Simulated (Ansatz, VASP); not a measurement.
## Two plane-wave programs on Rh

Contents of INCAR:

```
PREC = Accurate
ENCUT = 520
EDIFF = 1E-6
ISMEAR = 0
SIGMA = 0.15
LREAL = False
LASPH = True
NELM = 80
ALGO = Fast
ISIF = 2
LWAVE = False
LCHARG = False
GGA = PE
NBANDS = 14
```

KPOINTS

```
Automatic mesh
0
Gamma
  22 22 22
```

POSCAR

```
Rh
1.0
    0.0000000000      1.9300732500      1.8445035000
    1.9300732500      0.0000000000      1.8445035000
    1.9300732500      1.9300732500      0.0000000000
Rh
1
Direct
    0.0000000000      0.0000000000      0.0000000000
```

Input for Ansatz:

```yaml
crystal:
  lattice:
    - [0.0, 1.93007325, 1.8445035]
    - [1.93007325, 0.0, 1.8445035]
    - [1.93007325, 1.93007325, 0.0]
  atoms:
    - { symbol: Rh, position: [0.0, 0.0, 0.0] }
basis:
  ecutwfc: 420
kpoints:
  mp_grid: { grid: [22, 22, 22] }
hamiltonian:
  xc: pbe
scf:
  occupations: { method: gaussian, width: 0.15 }
output:
  forces: true
  stress: true
  eigenvalues: true
```

Change from the starting cell: strain +0.015 along x and y, -0.030 along z, atoms carried along.

Alike in both runs: task single point; functional PBE; k mesh 22 × 22 × 22; occupations gaussian, width 0.15 eV; no spin polarisation.

```csv
,VASP,Ansatz
version,VASP 6.6.1,Ansatz 0.2.0
potentials or method,"VASP PAW PBE potentials, release 64 (Rh_pv), cutoff 520 eV","scalar-relativistic, plane waves, PAW"
valence electrons in the cell,15,17
```

|  | VASP | Ansatz | Ansatz less VASP |
| --- | --- | --- | --- |
| gap on the k mesh at the Fermi level (eV) | none | none | - |
| pressure (GPa) | 6.3 | 6.3 | 0.00 |
| traceless stress, the component that is largest in VASP (GPa) | 7.05 | 7.07 | +0.018 |

A gap of «none» marks a metal or a gap that the smearing closes. VASP's potentials hold 15 valence electrons a cell and Ansatz's 17, so a difference there can come from the potentials and not from the codes.
